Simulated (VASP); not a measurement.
**GaGe: single point with PBE**

Crystal: GaGe.

```
Ga Ge
1.0
     0.00000    2.89784    2.89784
     2.89784    0.00000    2.89784
     2.89784    2.89784    0.00000
Ga Ge
1 1
Direct
  0.75000 0.75000 0.75000
  0.00000 0.00000 0.00000
```

| Item | Value |
| --- | --- |
| Program | VASP 6.6.1 |
| Task | single point |
| Functional | PBE |
| Potentials or basis | VASP PAW PBE potentials, release 64 (Ga_d, Ge_d) |
| Cutoff | 520 eV |
| k mesh | 1 × 1 × 1, shifted |
| Occupations | gaussian, width 0.1 eV |
| Spin | no spin polarisation |
| Dipole correction | no |
| Further INCAR settings | ALGO = Normal; EDIFF = 1e-07; NBANDS = 20 |

```yaml
Pressure: -3.5 GPa
```

Levels at points of the mesh, in eV from the Fermi level:
```
             k point  band 12  band 13  band 14  band 15  band 16  band 17
(-0.47, 0.17, -0.49)    -4.37    -1.01     0.00     3.70     5.25     9.70
```

It took 10 s on 1 thread of Intel Xeon 8259CL, with other jobs on the host, peak memory 0.16 GiB.

Caveat: the k points lie up to 1.88 Å⁻¹ apart.
